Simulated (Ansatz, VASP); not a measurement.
# Two plane-wave programs on Al

```
CELL_PARAMETERS angstrom
2.85427 0.00000 0.00000
1.42713 2.47187 0.00000
1.42713 0.82396 2.33050
ATOMIC_POSITIONS crystal
Al 0.00000 0.00000 0.00000
```

Alike in both runs: functional PBE; k mesh 14 × 14 × 14; no spin polarisation.

Ansatz relaxed the structure, and its values are those at the end. VASP's run is a single point on that final structure, the one shown.

|  | VASP | Ansatz |
| --- | --- | --- |
| version | VASP 6.6.1 | Ansatz 0.2.0 |
| potentials or method | VASP PAW PBE potentials, release 64 (Al), cutoff 500 eV | plane waves, PAW |
| occupations | methfessel-paxton of order 1, width 0.1 eV | cold, width 0.1 eV |
| valence electrons in the cell | 3 | 3 |

```csv
,VASP,Ansatz,Ansatz less VASP
pressure (GPa),0.0,0.0,+0.04
```
